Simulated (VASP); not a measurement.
# LiH9O5 in VASP: further runs

Runs on LiH9O5. Level: LDA. Tasks: single point.

Everything below comes from runs of VASP 6.6.1. Logs are shortened: lines on timing, memory, paths and dates and some standing lists are left out, and cuts for length are marked.

**1. The cell of the first run**

The cell holds an amorphous packing of atoms, 15 atoms: a = 5.474 Å, b = 5.474 Å, c = 5.474 Å, α = 90.00°, β = 90.00°, γ = 90.00°.

**2. Single point, LDA**

INCAR reads:

```
SYSTEM = LiH9O5
PREC = Accurate
ENCUT = 650
EDIFF = 1E-6
ISMEAR = -1
SIGMA = 0.02
LREAL = .FALSE.
LASPH = .TRUE.
NELM = 120
ALGO = Normal
ISIF = 2
LWAVE = .FALSE.
LCHARG = .FALSE.
NBANDS = 34
GGA_COMPAT = .FALSE.
```

KPOINTS reads:

```
Automatic mesh
0
G
  1 1 1
  0 0 0
```

POSCAR reads:

```
LiH9O5
1.0
    5.4737040000      0.0000000000      0.0000000000
    0.0000000000      5.4737040000      0.0000000000
    0.0000000000      0.0000000000      5.4737040000
O H Li
5 9 1
Direct
    0.7753981582      0.5793334824      0.2075742495
    0.8517998050      0.4535137450      0.6955071009
    0.5515643520      0.2602077131      0.4333993946
    0.2846518555      0.2449529606      1.0474077517
    0.5534278068      0.8931977323      0.7698626013
    0.6543832111      0.6593341547      0.1038784706
    0.6572149316      0.4481791489      0.2698172937
    0.6778042802      0.7442675015      0.7507895933
    0.9237803140      0.4728973288      0.5263529047
    0.5621056601      0.0982698370      0.4834203676
    0.6757764030      0.3520285350      0.6220102512
    0.4080600632      0.2606644422      1.1956437542
    0.4065437225      0.1770830136      0.9119967028
    0.3808024694      0.8064374690      0.7562886119
    0.0005480749      0.3873062920     -0.0237681833
```

Potentials or basis: VASP PAW LDA potentials, release 64 (O, H, Li_sv).

Launch:

```bash
cat potpaw_LDA.64/O/POTCAR potpaw_LDA.64/H/POTCAR potpaw_LDA.64/Li_sv/POTCAR > POTCAR
mpirun -np 1 vasp_gam > vasp.out
```

OUTCAR:

```text
SYSTEM = LiH9O5
   PREC = Accurate
   ENCUT = 650
   EDIFF = 1E-6
   ISMEAR = -1
   LREAL = .FALSE.
   LASPH = .TRUE.
   NELM = 120
   ISIF = 2

 ion  position               nearest neighbor table
   1  0.775  0.579  0.208-   6 0.98   7 1.02  15 2.06
   2  0.852  0.454  0.696-   9 1.01  11 1.18  15 1.78
   3  0.552  0.260  0.433-  10 0.93  11 1.33
   4  0.285  0.245  0.047-  12 1.06  13 1.06  15 1.78
   5  0.553  0.893  0.770-  14 1.06   8 1.07
   6  0.654  0.659  0.104-   1 0.98
   7  0.657  0.448  0.270-   1 1.02
   8  0.678  0.744  0.751-   5 1.07
   9  0.924  0.473  0.526-   2 1.01
  10  0.562  0.098  0.483-   3 0.93
  11  0.676  0.352  0.622-   2 1.18   3 1.33
  12  0.408  0.261  0.196-   4 1.06
  13  0.407  0.177  0.912-   4 1.06
  14  0.381  0.806  0.756-   5 1.06
  15  0.001  0.387  0.976-   2 1.78   4 1.78   1 2.06

  LATTYP: Found a simple cubic cell.
 ALAT       =     5.4737040000

  Lattice vectors:

 A1 = (   5.4737040000,   0.0000000000,   0.0000000000)
 A2 = (   0.0000000000,   5.4737040000,   0.0000000000)
 A3 = (   0.0000000000,   0.0000000000,   5.4737040000)

Analysis of symmetry for initial positions (statically):
=====================================================================
 Subroutine PRICEL returns:
 Original cell was already a primitive cell.

 Routine SETGRP: Setting up the symmetry group for a
 simple cubic supercell.

 Subroutine GETGRP returns: Found  1 space group operations
 (whereof  1 operations were pure point group operations)
 out of a pool of 48 trial point group operations.

The static configuration has the point symmetry C_1 .

Analysis of symmetry for dynamics (positions and initial velocities):
=====================================================================
 Subroutine PRICEL returns:
 Original cell was already a primitive cell.

 Routine SETGRP: Setting up the symmetry group for a
 simple cubic supercell.

 Subroutine GETGRP returns: Found  1 space group operations
 (whereof  1 operations were pure point group operations)
 out of a pool of 48 trial point group operations.

The dynamic configuration has the point symmetry C_1 .

 Subroutine INISYM returns: Found  1 space group operations
 (whereof  1 operations are pure point group operations),
 and found     1 'primitive' translations

----------------------------------------------------------------------------------------

                                     Primitive cell

  volume of cell :     164.0000

  direct lattice vectors                    reciprocal lattice vectors
     5.473704000  0.000000000  0.000000000     0.182691647  0.000000000  0.000000000
     0.000000000  5.473704000  0.000000000     0.000000000  0.182691647  0.000000000
     0.000000000  0.000000000  5.473704000     0.000000000  0.000000000  0.182691647

  length of vectors
     5.473704000  5.473704000  5.473704000     0.182691647  0.182691647  0.182691647

  position of ions in fractional coordinates (direct lattice)
     0.775398158  0.579333482  0.207574249
     0.851799805  0.453513745  0.695507101
     0.551564352  0.260207713  0.433399395
     0.284651856  0.244952961  0.047407752
     0.553427807  0.893197732  0.769862601
     0.654383211  0.659334155  0.103878471
     0.657214932  0.448179149  0.269817294
     0.677804280  0.744267501  0.750789593
     0.923780314  0.472897329  0.526352905
     0.562105660  0.098269837  0.483420368
     0.675776403  0.352028535  0.622010251
     0.408060063  0.260664442  0.195643754
     0.406543722  0.177083014  0.911996703
     0.380802469  0.806437469  0.756288612
     0.000548075  0.387306292  0.976231817

  ion indices of the primitive-cell ions
   primitive index   ion index
                 1           1
                 2           2
                 3           3
                 4           4
                 5           5
                 6           6
                 7           7
                 8           8
                 9           9
                10          10
                11          11
                12          12
                13          13
                14          14
                15          15

----------------------------------------------------------------------------------------

 KPOINTS: Automatic mesh

Automatic generation of k-mesh.
 Grid dimensions read from file:
 generate k-points for:    1    1    1

 Generating k-lattice:

  Cartesian coordinates                     Fractional coordinates (reciprocal lattice)
     0.182691647  0.000000000  0.000000000     1.000000000  0.000000000  0.000000000
     0.000000000  0.182691647  0.000000000     0.000000000  1.000000000  0.000000000
     0.000000000  0.000000000  0.182691647     0.000000000  0.000000000  1.000000000

  Length of vectors
     0.182691647  0.182691647  0.182691647

  Shift w.r.t. Gamma in fractional coordinates (k-lattice)
     0.000000000  0.000000000  0.000000000

 Subroutine IBZKPT returns following result:
 ===========================================

 Found      1 irreducible k-points:

 Following reciprocal coordinates:
            Coordinates               Weight
  0.000000  0.000000  0.000000      1.000000
   k-points           NKPTS =      1   k-points in BZ     NKDIM =      1   number of bands    NBANDS=     34
   number of dos      NEDOS =    301   number of ions     NIONS =     15
   total plane-waves  NPLWV = 110592
   dimension x,y,z NGX =    48 NGY =   48 NGZ =   48
   dimension x,y,z NGXF=    96 NGYF=   96 NGZF=   96
   ions per type =               5   9   1
   NGX,Y,Z   is equivalent  to a cutoff of  14.58, 14.58, 14.58 a.u.
   NGXF,Y,Z  is equivalent  to a cutoff of  29.16, 29.16, 29.16 a.u.
 SYSTEM =  LiH9O5
   PREC   = accura    normal or accurate (medium, high low for compatibility)
   ISTART =      0    job   : 0-new  1-cont  2-samecut
   ICHARG =      2    charge: 1-file 2-atom 10-const
   ISPIN  =      1    spin polarized calculation?
   LNONCOLLINEAR =      F non collinear calculations
   LSORBIT =      F    spin-orbit coupling
   LASPH  =      T    aspherical Exc in radial PAW
   ENCUT  =  650.0 eV  47.77 Ry    6.91 a.u.  11.38 11.38 11.38*2*pi/ulx,y,z
   NELM   =    120;   NELMIN=  2; NELMDL= -5     # of ELM steps
   EDIFF  = 0.1E-05   stopping-criterion for ELM
   LREAL  =      F    real-space projection
   EDIFFG = 0.1E-04   stopping-criterion for IOM
   NSW    =      0    number of steps for IOM
   IBRION =     -1    ionic relax: 0-MD 1-quasi-New 2-CG
   NFREE  =      0    steps in history (QN), initial steepest desc. (CG)
   ISIF   =      2    stress and relaxation
   ISYM   =      2    0-nonsym 1-usesym 2-fastsym
   POTIM  = 0.5000    time-step for ionic-motion
   TEBEG  =    0.0;   TEEND  =   0.0 temperature during run
   PSTRESS=    0.0 pullay stress
   NELECT =      42.0000    total number of electrons
   NUPDOWN=      -1.0000    fix difference up-down
   EMIN   =  10.00;   EMAX   =-10.00  energy-range for DOS
   EFERMI =   0.00;   METHOD = LEGACY
   ISMEAR =    -1;   SIGMA  =   0.02  broadening in eV -4-tet -1-fermi 0-gaus
   EFERMI_NEDOS =   21; number of points for ismear=-14 and -15
   IALGO  =     38    algorithm
   IMIX   =      4    mixing-type and parameters
     AMIX     =   0.40;   BMIX     =  1.00
     AMIX_MAG =   1.60;   BMIX_MAG =  1.00
  volume/ion in A,a.u.               =      10.93        73.78
  Fermi-wavevector in a.u.,A,eV,Ry     =   1.039625  1.964606 14.705444  1.080820
  Thomas-Fermi vector in A             =   2.174164
   LORBIT       =      0    0 simple, 1 ext, 2 COOP (PROOUT), +10 PAW based schemes
   GGA     = CA    functional components
   LHFCALC =     F    Hartree Fock is set to
   AEXX    =    0.0000 exact exchange contribution
   IVDW    =     0    specifies the selected vdW correction
   LEPSILON=     F    determine dielectric tensor
   LRPA    =     F    only Hartree local field effects (RPA)
 non-spin polarized calculation
  energy-cutoff  :      650.00
  volume of cell :      164.00
 maximum number of plane-waves:      3094
 NGX is ok and might be reduce to    48
   NGX = 23   NGY = 23   NGZ = 23

 number of electron      42.0000004 magnetization

 Free energy of the ion-electron system (eV)
  ---------------------------------------------------
  ext. energy  EPLUGINS =         0.00000000
  ---------------------------------------------------
  free energy    TOTEN  =       -76.84298850 eV

  energy without entropy =      -76.84298850  energy(sigma->0) =      -76.84298850

 E-fermi :  -2.7710     XC(G=0):  -7.0475

 val. band max:       -3.4044847928   @ k =   0.0000   0.0000   0.0000
 cond. band min:       0.3818589459   @ k =   0.0000   0.0000   0.0000
 fundamental gap:      3.7863437387
 Fermi energy:        -2.7709517840

 k-point     1 :       0.0000    0.0000    0.0000
  band No.  band energies     occupation
      1     -44.5982      2.00000
      2     -22.1175      2.00000
      3     -21.5683      2.00000
      4     -21.0195      2.00000
      5     -20.8206      2.00000
      6     -19.9948      2.00000
[... 25 lines left out ...]
     32       7.9264      0.00000
     33       8.6104      0.00000
 [bands above 33 left out]

------------------------ aborting loop because EDIFF is reached ----------------------------------------

  FORCE on cell =-STRESS in cart. coord.  units (eV):
  Direction    XX          YY          ZZ          XY          YZ          ZX
  --------------------------------------------------------------------------------------
  -------------------------------------------------------------------------------------
  Total       -6.2277903     -0.1055457     -2.8936700      1.4519545     -2.9199261      1.3984301
  in kB      -60.8416012     -1.0311154    -28.2693396     14.1846838    -28.5258452     13.6617843
  external PRESSURE =     -30.0473521 kB  Pullay stress =       0.0000000 kB

 VOLUME and BASIS-vectors are now :
 -----------------------------------------------------------------------------
  energy-cutoff  :      650.00
  volume of cell :      164.00
      direct lattice vectors                 reciprocal lattice vectors
     5.473704000  0.000000000  0.000000000     0.182691647  0.000000000  0.000000000
     0.000000000  5.473704000  0.000000000     0.000000000  0.182691647  0.000000000
     0.000000000  0.000000000  5.473704000     0.000000000  0.000000000  0.182691647

 POSITION                                       TOTAL-FORCE (eV/Angst)
 -----------------------------------------------------------------------------------
      4.24430      3.17110      1.13620        -0.587641     -0.155052     -0.636206
      4.66250      2.48240      3.80700        -0.401999      0.136404     -1.243093
      3.01910      1.42430      2.37230        -0.574179      2.753501     -0.272396
      1.55810      1.34080      0.25950         2.789119     -0.574173     -1.436691
      3.02930      4.88910      4.21400        -1.513845     -2.987742     -0.172462
      3.58190      3.60900      0.56860         0.359577      0.932072     -0.430649
      3.59740      2.45320      1.47690         0.838799     -0.546617      0.866160
      3.71010      4.07390      4.10960        -0.978944      1.095410     -0.180754
      5.05650      2.58850      2.88110        -0.410799      0.094140      1.407177
      3.07680      0.53790      2.64610         0.133143     -2.998148      0.703553
      3.69900      1.92690      3.40470         0.798271      0.510782     -0.777710
      2.23360      1.42680      1.07090        -1.121135     -0.312716      0.085443
      2.22530      0.96930      4.99200        -1.771269      0.580178      1.597772
      2.08440      4.41420      4.13970         2.710641      1.253398      0.161151
      0.00300      2.12000      5.34360        -0.269738      0.218562      0.328704
 -----------------------------------------------------------------------------------
    total drift:                               -0.000540     -0.001104     -0.000638

  FREE ENERGIE OF THE ION-ELECTRON SYSTEM (eV)
  ---------------------------------------------------
  free  energy   TOTEN  =       -76.8429884996 eV

  energy  without entropy=      -76.8429884996  energy(sigma->0) =      -76.84298850
```

Run time: 10 s. Hardware: 1 thread of AMD EPYC 7R43 (Zen 3), shared host; peak memory 0.2 GiB.

Results:

```
Free energy            : -76.8430 eV
Pressure               : -3.0 GPa
Largest force          : 3.354 eV/Å
Band gap on the k mesh : 3.79 eV
```

Forces on the atoms (eV/Å):
```
O   -0.588 -0.155 -0.636
O   -0.402  0.136 -1.243
O   -0.574  2.754 -0.272
O    2.789 -0.574 -1.437
O   -1.514 -2.988 -0.172
H    0.360  0.932 -0.431
H    0.839 -0.547  0.866
H   -0.979  1.095 -0.181
H   -0.411  0.094  1.407
H    0.133 -2.998  0.704
H    0.798  0.511 -0.778
H   -1.121 -0.313  0.085
H   -1.771  0.580  1.598
H    2.711  1.253  0.161
Li  -0.270  0.219  0.329
```

Caveat: the k points lie up to 1.15 Å⁻¹ apart.

**3. Single point, LDA**

INCAR reads:

```
SYSTEM = LiH9O5
PREC = Accurate
ENCUT = 650
EDIFF = 1E-6
ISMEAR = -1
SIGMA = 0.02
LREAL = .False.
LASPH = .True.
NELM = 120
ALGO = Normal
ISIF = 2
LWAVE = .False.
LCHARG = .False.
NBANDS = 34
GGA_COMPAT = .False.
```

KPOINTS reads:

```
regular mesh
0
Gamma
  1 1 1
  0 0 0
```

POSCAR reads:

```
LiH9O5
1.0
    5.4737040000      0.0000000000      0.0000000000
    0.0000000000      5.4737040000      0.0000000000
    0.0000000000      0.0000000000      5.4737040000
O H Li
5 9 1
Direct
    0.8163941638      0.6132958596      0.2182069034
    0.8509594235      0.4998991542      0.7066878297
    0.5838459661      0.2626192428      0.4185100254
    0.2697076787      0.2145896088      1.0592644396
    0.5116827655      0.8320325688      0.7370694506
    0.7570376476      0.7725116302      0.1794214667
    0.6955801775      0.5425211155      0.3268353568
    0.6387082677      0.7114378125      0.7159137579
    0.9479686881      0.5022010690      0.5433432279
    0.5306644276      0.1220745587      0.4898145753
    0.7165349095      0.3697861631      0.5905690187
    0.3926591573      0.2530279314      1.2059658323
    0.3269632410      0.0772602976      0.9400946781
    0.3632092638      0.7549915012      0.6869936701
   -0.0424758080      0.3823005409     -0.0085316999
```

Potentials or basis: VASP PAW LDA potentials, release 64 (O, H, Li_sv).

Launch:

```bash
cat potpaw_LDA.64/O/POTCAR potpaw_LDA.64/H/POTCAR potpaw_LDA.64/Li_sv/POTCAR > POTCAR
mpirun -np 1 vasp_gam > vasp.out
```

Wall time 10 s (1 thread of AMD EPYC 7R43 (Zen 3), shared host); peak memory 0.2 GiB.

Results (log left out):

```yaml
Free_energy: -76.8059 eV
Pressure: -0.6 GPa
Largest_force: 4.532 eV/Å
Band_gap_on_the_k_mesh: 4.06 eV
```

Forces on the atoms (eV/Å):
```
O    0.898 -0.315 -0.130
O    0.678 -1.158 -3.186
O    1.490  4.002 -1.516
O    0.242 -0.823 -0.732
O   -1.081  2.185  0.344
H   -0.209  1.191 -0.454
H   -0.860 -0.784  0.109
H    1.677 -1.352  0.012
H   -0.458  0.550  2.197
H   -1.179 -3.729  2.192
H   -0.580 -0.182  0.223
H   -0.233 -0.622 -1.014
H    0.035  1.637  1.754
H   -0.867 -0.588 -0.236
Li   0.447 -0.012  0.436
```

Stress tensor (GPa, compression positive):
```
-0.42  1.22 -0.82
 1.22  2.00 -4.84
-0.82 -4.84 -3.23
```

Levels at points of the mesh, in eV from the valence-band top:
| k point | band 17 | band 18 | band 19 | band 20 | band 21 | band 22 | band 23 | band 24 | band 25 | band 26 |
| --- | --- | --- | --- | --- | --- | --- | --- | --- | --- | --- |
| (0.00, 0.00, 0.00) | -0.89 | -0.75 | -0.28 | -0.09 | 0.00 | 4.06 | 7.66 | 7.96 | 8.49 | 9.23 |

Caveat: the k points lie up to 1.15 Å⁻¹ apart.
